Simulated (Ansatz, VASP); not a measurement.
One calculation of W, two programs

File INCAR:

```
PREC = Accurate ; ENCUT = 520
EDIFF = 1E-6 ; ISMEAR = -1
SIGMA = 0.08 ; LREAL = False
LASPH = True ; NELM = 80
ALGO = Normal ; ISIF = 2
LWAVE = False ; LCHARG = False
GGA = PE ; NBANDS = 13
```

Contents of KPOINTS:

```
regular mesh
0
Gamma
  14 14 14
```

POSCAR

```
W
1.0
   -1.6078784540      1.6078784540      1.6078784540
    1.6078784540     -1.6078784540      1.6078784540
    1.6078784540      1.6078784540     -1.6078784540
W
1
Direct
    0.0000000000      0.0000000000      0.0000000000
```

Input for Ansatz:

```yaml
crystal:
  lattice:
    - [-1.607878454, 1.607878454, 1.607878454]
    - [1.607878454, -1.607878454, 1.607878454]
    - [1.607878454, 1.607878454, -1.607878454]
  atoms:
    - { symbol: W, position: [0.0, 0.0, 0.0] }
kpoints:
  mp_grid: { grid: [14, 14, 14] }
scf:
  occupations: { method: fermi_dirac, width: 0.08 }
hamiltonian:
  xc: pbe
  pseudopotentials: { kind: all_electron, lapw: { basis_error: 0.001 } }
output:
  forces: true
  stress: true
  eigenvalues: true
```

Change from the starting cell: volume scaled by 1.02.

Alike in both runs: task single point; functional PBE; k mesh 14 × 14 × 14; occupations fermi-dirac, width 0.08 eV; no spin polarisation.

|  | VASP | Ansatz |
| --- | --- | --- |
| version | VASP 6.6.1 | Ansatz 0.2.0 |
| potentials or method | VASP PAW PBE potentials, release 64 (W_sv), cutoff 520 eV | all-electron LAPW, scalar-relativistic |

```tsv
	VASP	Ansatz	Ansatz less VASP
pressure (GPa)	-7.9	-8.2	-0.28
```

Ansatz ran all-electron here, and VASP with PAW potentials.

Neither program's run includes spin-orbit coupling.
